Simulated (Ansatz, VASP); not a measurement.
**C in VASP and in Ansatz**

```
C
1.0
     2.51800    0.00000    0.00000
    -1.25900    2.18065    0.00000
     0.00000    0.00000   26.00242
C
2
Direct
  0.66667 0.33333 0.50275
  0.33333 0.66667 0.49725
```

Alike in both runs: task single point; functional PBE; dispersion D3(BJ); k mesh 21 × 21 × 1; occupations gaussian, width 0.1 eV; no spin polarisation.

|  | VASP | Ansatz |
| --- | --- | --- |
| version | VASP 6.6.1 | Ansatz 0.2.0 |
| potentials or method | VASP PAW PBE potentials, release 64 (C), cutoff 520 eV | scalar-relativistic, plane waves, PAW |
| valence electrons in the cell | 8 | 8 |

Ansatz gave:

| Quantity | Value |
| --- | --- |
| gap on the k mesh at the Fermi level (eV) | none |
| rms of the force components (eV/Å) | 1.388 |

**Question.** Estimate VASP's values.

**Answer.** gap on the k mesh at the Fermi level (eV): none; rms of the force components (eV/Å): 1.383.

Atom by atom the forces differ by 0.005 eV/Å (rms over components). A gap of «none» marks a metal or a gap that the smearing closes.
